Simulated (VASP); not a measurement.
**MgS: single point with r2SCAN**

The system is MgS.

```xyz
2
Lattice="0.0000 2.8320 2.8320 2.8320 0.0000 2.8320 2.8320 2.8320 0.0000" Properties=species:S:1:pos:R:3 pbc="T T T"
Mg    0.0000    0.0000    0.0000
S     1.4160    1.4160    1.4160
```

- Program: VASP 6.6.1
- Task: single point
- Functional: r2SCAN
- Potentials or basis: VASP PAW PBE potentials, release 64 (Mg, S)
- Cutoff: 660 eV
- k mesh: 8 × 8 × 8
- Occupations: gaussian, width 0.02 eV
- Spin: no spin polarisation

The pressure is -0.3 GPa and the band gap on the k mesh is 4.12 eV.

Levels at points of the mesh, in eV from the valence-band top:
| k point | band 1 | band 2 | band 3 | band 4 | band 5 | band 6 | band 7 | band 8 | band 9 |
| --- | --- | --- | --- | --- | --- | --- | --- | --- | --- |
| (0.00, 0.00, 0.00) | -11.74 | 0.00 | 0.00 | 0.00 | 4.12 | 8.59 | 8.59 | 8.59 | 11.45 |
| (0.50, 0.00, 0.00) | -11.04 | -3.14 | -0.33 | -0.33 | 5.79 | 8.21 | 8.21 | 9.26 | 13.82 |
| (0.50, 0.50, 0.00) | -10.82 | -2.82 | -1.05 | -1.05 | 4.32 | 6.26 | 12.12 | 13.26 | 13.26 |

Run time: 79 s on 1 thread of AMD EPYC 7R13 Processor (Zen 3) (shared host), peak memory 0.19 GiB.

Caveat: the PAW data sets were made with another functional, which shifts forces and pressure a little. A k mesh can miss the band edges.
